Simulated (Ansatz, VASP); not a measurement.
# Ca in VASP and in Ansatz

```xyz
1
Lattice="0.0000 2.7278 2.7278 2.7278 0.0000 2.7278 2.7278 2.7278 0.0000" Properties=species:S:1:pos:R:3 pbc="T T T"
Ca    0.0000    0.0000    0.0000
```

Alike in both runs: functional PBEsol; k mesh 18 × 18 × 18; occupations fermi-dirac, width 0.08 eV; no spin polarisation.

Ansatz relaxed the structure, and its values are those at the end. VASP's run is a single point on that final structure, the one shown.

|  | VASP | Ansatz |
| --- | --- | --- |
| version | VASP 6.6.1 | Ansatz 0.2.0 |
| potentials or method | VASP PAW PBE potentials, release 64 (Ca_sv) | PAW with Ansatz's default frozen-core files, scalar-relativistic |
| plane-wave cutoff (eV) | 520 | 420 |
| valence electrons in the cell | 10 | 10 |

```tsv
	VASP	Ansatz	Ansatz less VASP
pressure (GPa)	0.0	0.0	-0.01
```

VASP's potentials were made for PBE, not for PBEsol. The functional is the same, so the differences come from potentials, cutoffs and numerics.
